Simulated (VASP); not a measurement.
Cr:

```
CELL_PARAMETERS angstrom
-2.30903 2.30903 1.25962
2.30903 -2.30903 1.25962
2.30903 2.30903 -1.25962
ATOMIC_POSITIONS crystal
Cr 0.00000 0.00000 0.00000
Cr 0.75000 0.25000 0.50000
```

```yaml
Program: VASP 6.6.1
Task: relaxation of cell and atoms
Functional: PBE
Potentials_or_basis: VASP PAW PBE potentials, release 64 (Cr_pv)
Cutoff: 600 eV
k_mesh: 8 × 8 × 8
Occupations: gaussian, width 0.1 eV
Spin: no spin polarisation
```

At the start: pressure -14.8 GPa; volume 13.43 Å³/atom.

Problem. Where does the relaxation end?

Solution. Over 4 steps the energy falls by 54.8 meV/atom and the volume is 12.33 Å³/atom (-8.2 %); space group I4_1/amd (No. 141, to 0.05 Å).

Step by step:
| step | energy change (eV) | largest force (eV/Å) | pressure (GPa) | volume (Å³) |
| --- | --- | --- | --- | --- |
| 1 | 0.0000 | 0.0000 | -14.83 | 26.86 |
| 2 | 0.0641 | 0.0000 | 25.78 | 22.31 |
| 3 | -0.1095 | 0.0000 | -0.49 | 24.71 |
| 4 | -0.1096 | 0.0000 | 0.03 | 24.66 |

Final structure:
```yaml
crystal:
  lattice:
    - [-2.24369, 2.24369, 1.22479]
    - [2.24369, -2.24369, 1.22479]
    - [2.24369, 2.24369, -1.22479]
  atoms:
    - { symbol: Cr, position: [0.00000, 0.00000, 0.00000] }
    - { symbol: Cr, position: [0.75000, 0.25000, 0.50000] }
```

Caveat: the run has no spin polarisation, though such a crystal can be magnetic.
